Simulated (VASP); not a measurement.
# Na (P6_3/mmc) in VASP: further runs

Na is run at these levels: PBEsol, LDA; tasks: relaxation of cell and atoms, single point.

All numbers are computed with VASP 6.6.1; they aren't measurements. Logs are shortened: lines on timing, memory, paths and dates and some standing lists are left out, and cuts for length are marked.

## Step 1: The cell of the first run

Symmetry: P6_3/mmc, No. 194, hexagonal system. Conventional cell: a = 3.700 Å, b = 3.700 Å, c = 12.537 Å, α = 90.00°, β = 90.00°, γ = 120.00°. Within 4.9 Å of Na (site symmetry -6m2) lie 12 Na at 3.70 to 3.79 Å. Within 4.9 Å of Na (site symmetry -3m) lie 12 Na at 3.70 to 3.79 Å.

This isn't the form of Na at room conditions, which is bcc.

## Step 2: Relaxation of cell and atoms, PBEsol, target pressure 30 GPa, at which the enthalpy is minimised

Contents of INCAR:

```
SYSTEM = Na
ALGO = Normal
EDIFF = 1E-7
EDIFFG = -0.005
ENCUT = 600
GGA = PS
IBRION = 2
ISIF = 3
ISMEAR = -1
LASPH = .True.
LCHARG = .False.
LREAL = .False.
LWAVE = .False.
NELM = 80
NSW = 80
PREC = Accurate
PSTRESS = 300.0
SIGMA = 0.05
```

Contents of KPOINTS:

```
k-points
0
Gamma
  8 8 3
  0 0 0
```

Contents of POSCAR:

```
Na
1.0
    3.7003831212      0.0000000000      0.0000000000
   -1.8501915606      3.2046257867      0.0000000000
    0.0000000000      0.0000000000     12.5373215400
Na
4
Direct
    0.6666666667      0.3333333333      0.7500000000
    0.0000000000      0.0000000000      0.5000000000
    0.3333333333      0.6666666667      0.2500000000
    0.0000000000      0.0000000000      0.0000000000
```

Potentials or basis: VASP PAW PBE potentials, release 64 (Na_pv).

The run is started by

```
$ cat potpaw_PBE.64/Na_pv/POTCAR > POTCAR
$ mpirun -np 1 vasp_std > vasp.out
```

OUTCAR:

```text
SYSTEM = Na
   EDIFF = 1E-7
   EDIFFG = -0.005
   ENCUT = 600
   GGA = PS
   IBRION = 2
   ISIF = 3
   ISMEAR = -1
   LASPH = .True.
   LREAL = .False.
   NELM = 80
   NSW = 80
   PREC = Accurate
   PSTRESS = 300.0

 ion  position               nearest neighbor table
   1  0.667  0.333  0.750-
   2  0.000  0.000  0.500-
   3  0.333  0.667  0.250-
   4  0.000  0.000  0.000-

  LATTYP: Found a hexagonal cell.
 ALAT       =     3.7003831212
 C/A-ratio  =     3.3881144545

  Lattice vectors:

 A1 = (   3.7003831212,   0.0000000000,   0.0000000000)
 A2 = (  -1.8501915606,   3.2046257867,   0.0000000000)
 A3 = (   0.0000000000,   0.0000000000,  12.5373215400)

Analysis of symmetry for initial positions (statically):
=====================================================================
 Subroutine PRICEL returns:
 Original cell was already a primitive cell.

 Routine SETGRP: Setting up the symmetry group for a
 hexagonal supercell.

 Subroutine GETGRP returns: Found 24 space group operations
 (whereof 12 operations were pure point group operations)
 out of a pool of 24 trial point group operations.

The static configuration has the point symmetry D_3d.
 The point group associated with its full space group is D_6h.

Analysis of symmetry for dynamics (positions and initial velocities):
=====================================================================
 Subroutine PRICEL returns:
 Original cell was already a primitive cell.

 Routine SETGRP: Setting up the symmetry group for a
 hexagonal supercell.

 Subroutine GETGRP returns: Found 24 space group operations
 (whereof 12 operations were pure point group operations)
 out of a pool of 24 trial point group operations.

The dynamic configuration has the point symmetry D_3d.
 The point group associated with its full space group is D_6h.

 Subroutine INISYM returns: Found 24 space group operations
 (whereof 12 operations are pure point group operations),
 and found     1 'primitive' translations

----------------------------------------------------------------------------------------

                                     Primitive cell

  volume of cell :     148.6719

  direct lattice vectors                    reciprocal lattice vectors
     3.700383121  0.000000000  0.000000000     0.270242288  0.156024458  0.000000000
    -1.850191561  3.204625787  0.000000000     0.000000000  0.312048915  0.000000000
     0.000000000  0.000000000 12.537321540     0.000000000  0.000000000  0.079761853

  length of vectors
     3.700383121  3.700383121 12.537321540     0.312048915  0.312048915  0.079761853

  position of ions in fractional coordinates (direct lattice)
     0.666666667  0.333333333  0.750000000
     0.000000000  0.000000000  0.500000000
     0.333333333  0.666666667  0.250000000
     0.000000000  0.000000000  0.000000000

  ion indices of the primitive-cell ions
   primitive index   ion index
                 1           1
                 2           2
                 3           3
                 4           4

----------------------------------------------------------------------------------------

 KPOINTS: k-points

Automatic generation of k-mesh.
 Grid dimensions read from file:
 generate k-points for:    8    8    3

 Generating k-lattice:

  Cartesian coordinates                     Fractional coordinates (reciprocal lattice)
     0.033780286  0.019503057  0.000000000     0.125000000 -0.000000000  0.000000000
     0.000000000  0.039006114  0.000000000     0.000000000  0.125000000  0.000000000
     0.000000000  0.000000000  0.026587284     0.000000000  0.000000000  0.333333333

  Length of vectors
     0.039006114  0.039006114  0.026587284

  Shift w.r.t. Gamma in fractional coordinates (k-lattice)
     0.000000000  0.000000000  0.000000000

 Subroutine IBZKPT returns following result:
 ===========================================

 Found     20 irreducible k-points:

 Following reciprocal coordinates:
            Coordinates               Weight
  0.000000  0.000000  0.000000      1.000000
  0.125000  0.000000  0.000000      6.000000
  0.250000  0.000000  0.000000      6.000000
  0.375000 -0.000000  0.000000      6.000000
  0.500000  0.000000  0.000000      3.000000
  0.125000  0.125000  0.000000      6.000000
[... 12 lines left out ...]
  0.250000  0.250000  0.333333     12.000000
  0.375000  0.250000  0.333333     12.000000
   k-points           NKPTS =     20   k-points in BZ     NKDIM =     20   number of bands    NBANDS=     18
   number of dos      NEDOS =    301   number of ions     NIONS =      4
   total plane-waves  NPLWV =  90000
   dimension x,y,z NGX =    30 NGY =   30 NGZ =  100
   dimension x,y,z NGXF=    60 NGYF=   60 NGZF=  200
   ions per type =               4
   NGX,Y,Z   is equivalent  to a cutoff of  13.48, 13.48, 13.26 a.u.
   NGXF,Y,Z  is equivalent  to a cutoff of  26.96, 26.96, 26.52 a.u.
 SYSTEM =  Na
   PREC   = accura    normal or accurate (medium, high low for compatibility)
   ISTART =      0    job   : 0-new  1-cont  2-samecut
   ICHARG =      2    charge: 1-file 2-atom 10-const
   ISPIN  =      1    spin polarized calculation?
   LNONCOLLINEAR =      F non collinear calculations
   LSORBIT =      F    spin-orbit coupling
   LASPH  =      T    aspherical Exc in radial PAW
   ENCUT  =  600.0 eV  44.10 Ry    6.64 a.u.   7.39  7.39 25.04*2*pi/ulx,y,z
   NELM   =     80;   NELMIN=  2; NELMDL= -5     # of ELM steps
   EDIFF  = 0.1E-06   stopping-criterion for ELM
   LREAL  =      F    real-space projection
   EDIFFG = -.5E-02   stopping-criterion for IOM
   NSW    =     80    number of steps for IOM
   IBRION =      2    ionic relax: 0-MD 1-quasi-New 2-CG
   NFREE  =      1    steps in history (QN), initial steepest desc. (CG)
   ISIF   =      3    stress and relaxation
   ISYM   =      2    0-nonsym 1-usesym 2-fastsym
   POTIM  = 0.5000    time-step for ionic-motion
   TEBEG  =    0.0;   TEEND  =   0.0 temperature during run
   PSTRESS=  300.0 pullay stress
   NELECT =      28.0000    total number of electrons
   NUPDOWN=      -1.0000    fix difference up-down
   EMIN   =  10.00;   EMAX   =-10.00  energy-range for DOS
   EFERMI =   0.00;   METHOD = LEGACY
   ISMEAR =    -1;   SIGMA  =   0.05  broadening in eV -4-tet -1-fermi 0-gaus
   EFERMI_NEDOS =   21; number of points for ismear=-14 and -15
   IALGO  =     38    algorithm
   IMIX   =      4    mixing-type and parameters
     AMIX     =   0.40;   BMIX     =  1.00
     AMIX_MAG =   1.60;   BMIX_MAG =  1.00
  volume/ion in A,a.u.               =      37.17       250.82
  Fermi-wavevector in a.u.,A,eV,Ry     =   0.938393  1.773305 11.981028  0.880581
  Thomas-Fermi vector in A             =   2.065600
   LORBIT       =      0    0 simple, 1 ext, 2 COOP (PROOUT), +10 PAW based schemes
   GGA     = PS    functional components
   LHFCALC =     F    Hartree Fock is set to
   AEXX    =    0.0000 exact exchange contribution
   IVDW    =     0    specifies the selected vdW correction
   LEPSILON=     F    determine dielectric tensor
   LRPA    =     F    only Hartree local field effects (RPA)
 conjugate gradient relaxation of ions
 non-spin polarized calculation
  energy-cutoff  :      600.00
  volume of cell :      148.67
 maximum number of plane-waves:      5024
 NGX is ok and might be reduce to    30
   NGX = 15   NGY = 15   NGZ = 51

--------------------------------------- Ionic step        1  -------------------------------------------

 number of electron      27.9999992 magnetization

 Free energy of the ion-electron system (eV)
  ---------------------------------------------------
  ext. energy  EPLUGINS =         0.00000000
  ---------------------------------------------------
  free energy    TOTEN  =        -5.58534393 eV

  energy without entropy =       -5.56719659  energy(sigma->0) =       -5.57627026

 E-fermi :   0.2857     XC(G=0):  -6.4938

 val. band max:        0.2044438434   @ k =   0.2500   0.2500   0.3333
 cond. band min:       0.3333849907   @ k =   0.2500   0.1250   0.3333
 fundamental gap:      0.1289411472
 Fermi energy:         0.2856833704

 k-point     1 :       0.0000    0.0000    0.0000
  band No.  band energies     occupation
      1     -24.5181      2.00000
      2     -24.5025      2.00000
      3     -24.5022      2.00000
      4     -24.4906      2.00000
      5     -24.4906      2.00000
      6     -24.4887      2.00000
[... 10 lines left out ...]
     17       1.0460      0.00000
     18       5.4136      0.00000
[... 434 lines left out ...]
  enthalpy is  TOTEN    =        22.2527471108 eV   P V=       27.8380910429

--------------------------------------- Ionic step        2  -------------------------------------------

 number of electron      28.0000002 magnetization

 E-fermi :   8.0215     XC(G=0): -11.0080

 val. band max:        7.7957525930   @ k =   0.2500   0.2500   0.3333
 cond. band min:       8.0755194933   @ k =   0.2500   0.1250   0.3333
 fundamental gap:      0.2797669003
 Fermi energy:         8.0215351622

 k-point     1 :       0.0000    0.0000    0.0000
  band No.  band energies     occupation
      1     -19.3665      2.00000
      2     -18.7270      2.00000
      3     -18.7239      2.00000
      4     -18.1121      2.00000
      5     -18.1121      2.00000
      6     -18.0493      2.00000
[... 10 lines left out ...]
     17      10.0171      0.00000
     18      17.9063      0.00000
[... 468 lines left out ...]
  FREE ENERGIE OF THE ION-ELECTRON SYSTEM (eV)
  ---------------------------------------------------
  free  energy   TOTEN  =        -1.9846330359 eV

  energy  without entropy=       -1.9732323022  energy(sigma->0) =       -1.97893267

  enthalpy is  TOTEN    =        10.3146353618 eV   P V=       12.2992683977

[... ionic steps 4 to 8 ...]

--------------------------------------- Ionic step        9  -------------------------------------------

 number of electron      28.0000007 magnetization

------------------------ aborting loop because EDIFF is reached ----------------------------------------

  FORCE on cell =-STRESS in cart. coord.  units (eV):
  Direction    XX          YY          ZZ          XY          YZ          ZX
  --------------------------------------------------------------------------------------
  -------------------------------------------------------------------------------------
  Total       11.9904634     11.9904634     11.9453492      0.0000000      0.0000000      0.0000000
  in kB      300.0530212    300.0530212    298.9240687      0.0000000      0.0000000      0.0000000
  external PRESSURE =      -0.3232963 kB  Pullay stress =     300.0000000 kB
[... 65 lines left out ...]
  enthalpy is  TOTEN    =        10.2813622526 eV   P V=       11.9808139827

--------------------------------------- Ionic step       11  -------------------------------------------

 number of electron      28.0000007 magnetization

 Free energy of the ion-electron system (eV)
  ---------------------------------------------------
  ext. energy  EPLUGINS =         0.00000000
  ---------------------------------------------------
  free energy    TOTEN  =        -1.70225236 eV

  energy without entropy =       -1.69251945  energy(sigma->0) =       -1.69738590

 E-fermi :   4.3224     XC(G=0):  -9.2620

 val. band max:        4.0463752538   @ k =   0.2500   0.2500   0.3333
 cond. band min:       4.3767992148   @ k =   0.3750   0.1250   0.3333
 fundamental gap:      0.3304239610
 Fermi energy:         4.3223905856

 k-point     1 :       0.0000    0.0000    0.0000
  band No.  band energies     occupation
      1     -21.1564      2.00000
      2     -20.9018      2.00000
      3     -20.8999      2.00000
      4     -20.6989      2.00000
      5     -20.6989      2.00000
      6     -20.6676      2.00000
[... 10 lines left out ...]
     17       6.2915      0.00000
     18      13.3716      0.00000
[... 428 lines left out ...]
  FREE ENERGIE OF THE ION-ELECTRON SYSTEM (eV)
  ---------------------------------------------------
  free  energy   TOTEN  =        -1.7022523592 eV

  energy  without entropy=       -1.6925194503  energy(sigma->0) =       -1.69738590

  enthalpy is  TOTEN    =        10.2813622496 eV   P V=       11.9836146088

 reached required accuracy - stopping structural energy minimisation
```

It took 3.3 min on 1 thread of AMD EPYC 9R45 (Zen 5), shared host; peak memory 0.27 GiB.

What came out:

* Free energy: -1.7023 eV
* Relaxed volume: 16.00 Å³/atom
* Relaxed cell: a = 2.849 Å, b = 2.849 Å, c = 9.107 Å, α = 90.00°, β = 90.00°, γ = 120.00°
* Space group after relaxing (to 0.1 Å): P6_3/mmc (No. 194)
* Energy change on relaxing (the run minimises the enthalpy): +970.8 meV/atom
* Ionic steps: 11
* Pressure after relaxing: 30.0 GPa
* Band gap on the k mesh: zero (bands 14 and 15 overlap by 5.16 eV)

The path:
```csv
step,energy change (eV),largest force (eV/Å),pressure (GPa),volume (Å³)
1,0.0000,0.0000,-0.16,148.67
2,11.0541,0.0000,95.73,43.22
3,3.6007,0.0000,27.69,65.69
4,3.8333,0.0000,29.50,64.38
5,4.0676,0.0000,31.34,63.15
6,3.8386,0.0000,29.62,64.29
7,3.7576,0.0000,29.00,64.72
8,3.8291,0.0000,29.60,64.30
9,3.8784,0.0000,29.97,64.02
10,3.8859,0.0000,30.05,63.98
11,3.8831,0.0000,30.03,64.00
```

Final structure:
```
Na
1.0
     2.84870    0.00000    0.00000
    -1.42435    2.46705    0.00000
     0.00000    0.00000    9.10655
Na
4
Direct
  0.66667 0.33333 0.75000
  0.00000 0.00000 0.50000
  0.33333 0.66667 0.25000
  0.00000 0.00000 0.00000
```

Caveat: the cell is relaxed towards a set pressure, so the run minimises the enthalpy, not the energy; the volume moved by over 15 % at a fixed basis, so the end points are rough; the PAW data sets were made with another functional, which shifts forces and pressure a little.

## Step 3: Single point, LDA (34.94 Å³/atom)

This run uses another cell than the first one, of 34.94 Å³/atom.

Contents of INCAR:

```
SYSTEM = Na
PREC     = Accurate       ! precision mode
ENCUT    = 520            ! plane-wave cutoff, eV
EDIFF    = 1E-6           ! SCF threshold, eV
ISMEAR   = -1             ! smearing method
SIGMA    = 0.05           ! smearing width, eV
LREAL    = .FALSE.        ! projectors in reciprocal space
LASPH    = .TRUE.         ! aspherical terms in the spheres
NELM     = 100            ! most SCF steps
ALGO     = Fast           ! electronic algorithm
ISIF     = 2              ! what is computed and relaxed
LWAVE    = .FALSE.        ! write WAVECAR
LCHARG   = .FALSE.        ! write CHGCAR
GGA      = CA             ! functional
NBANDS   = 22             ! bands
```

Contents of KPOINTS:

```
regular mesh
0
G
  8 8 3
  0 0 0
```

Contents of POSCAR:

```
Na
1.0
    3.6248439025      0.0000000000      0.0000000000
   -1.8124219512      3.1392069043      0.0000000000
    0.0000000000      0.0000000000     12.2813860211
Na
4
Direct
    0.6666666667      0.3333333333      0.7500000000
    0.0000000000      0.0000000000      0.5000000000
    0.3333333333      0.6666666667      0.2500000000
    0.0000000000      0.0000000000      0.0000000000
```

Potentials or basis: VASP PAW LDA potentials, release 64 (Na_pv).

The run is started by

```
$ cat potpaw_LDA.64/Na_pv/POTCAR > POTCAR
$ mpirun -np 1 vasp_std > vasp.out
```

It took 64 s on 1 thread of AMD EPYC 7R13, shared host; peak memory 0.18 GiB.

Results (log left out):

```
Free energy            : -5.7981 eV
Pressure               : -0.4 GPa
Band gap on the k mesh : zero (bands 14 and 15 overlap by 3.57 eV)
```

Stress tensor (GPa, compression positive):
```
-0.10  0.00  0.00
 0.00 -0.10  0.00
 0.00  0.00 -1.14
```

Levels at points of the mesh, in eV from the Fermi level:
```
           k point  band 12  band 13  band 14  band 15  band 16  band 17
(0.00, 0.00, 0.00)   -24.88    -3.40    -2.38    -2.37     0.44     0.76
(0.50, 0.00, 0.00)   -24.89     0.37     0.43     1.15     1.24     1.55
```
